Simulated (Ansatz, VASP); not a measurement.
## Ti2Cl: VASP beside Ansatz

```
Ti Cl
1.0
     2.99950    0.00000    0.00000
     0.00000    2.99950    0.00000
     0.00000    0.00000    5.57623
Ti Cl
2 1
Direct
  0.50000 0.50000 0.27512
  0.50000 0.50000 0.72488
  0.00000 0.00000 0.00000
```

Change from the starting cell: species swapped into the Ga2Cu type (P4/mmm, No. 123).

Alike in both runs: functional PBE; k mesh 16 × 16 × 8; occupations gaussian, width 0.1 eV; no spin polarisation.

Ansatz relaxed the structure, and its values are those at the end. VASP's run is a single point on that final structure, the one shown.

|  | VASP | Ansatz |
| --- | --- | --- |
| version | VASP 6.6.1 | Ansatz 0.2.0 |
| potentials or method | VASP PAW PBE potentials, release 64 (Ti_sv, Cl), cutoff 520 eV | scalar-relativistic, plane waves, PAW |
| valence electrons in the cell | 31 | 31 |

Ansatz gave:

```
gap on the k mesh at the Fermi level (eV) : none
pressure (GPa)                            : 0.0
rms of the force components (eV/Å)        : 0.000
```

**Question.** Which values does VASP return?

**Answer.** gap on the k mesh at the Fermi level (eV): none; pressure (GPa): 0.1; rms of the force components (eV/Å): 0.012.

A gap of «none» marks a metal or a gap that the smearing closes.
